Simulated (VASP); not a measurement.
Write the native input for VASP 6.6.1 that does the following.

```
Task                   : single point
Functional             : LDA
Potentials or basis    : VASP PAW LDA potentials, release 64 (Hf_pv, C)
Cutoff                 : 600 eV
k mesh                 : 16 × 16 × 16
Occupations            : gaussian, width 0.1 eV
Spin                   : no spin polarisation
Dipole correction      : no
Further INCAR settings : ALGO = Normal; EDIFF = 1e-06; NBANDS = 14
```

The structure of HfC (lda) lies in POSCAR:

```
HfC
1.0
    0.0000000000      2.2864060199      2.2864060199
    2.2864060199      0.0000000000      2.2864060199
    2.2864060199      2.2864060199      0.0000000000
Hf C
1 1
Direct
    0.0000000000      0.0000000000      0.0000000000
    0.5000000000      0.5000000000      0.5000000000
```

One way to write it, as run:

INCAR

```
SYSTEM = HfC
PREC = Accurate
ENCUT = 600
EDIFF = 1E-6
ISMEAR = 0
SIGMA = 0.1
LREAL = .FALSE.
LASPH = .TRUE.
NELM = 120
ALGO = Normal
ISIF = 2
LWAVE = .FALSE.
LCHARG = .TRUE.
LELF = .TRUE.
LVHAR = .TRUE.
NBANDS = 14
GGA_COMPAT = .FALSE.
```

KPOINTS

```
regular mesh
0
G
  16 16 16
  0 0 0
```

Potentials or basis: VASP PAW LDA potentials, release 64 (Hf_pv, C).

Run with:

```console
$ cat potpaw_LDA.64/Hf_pv/POTCAR potpaw_LDA.64/C/POTCAR > POTCAR
$ mpirun -np 1 vasp_std > vasp.out
```

It gave:

* Pressure: 0.5 GPa
* Band gap on the k mesh: zero (band 7 reaches 7.30 eV, above the bottom of band 8 at 5.84 eV)

Caveat: spin-orbit coupling is left out, which moves the levels of the heavy elements.

Wall time 63 s on 1 thread of Intel(R) Xeon(R) Platinum 8488C (Sapphire Rapids), on a shared host, peak memory 0.19 GiB.
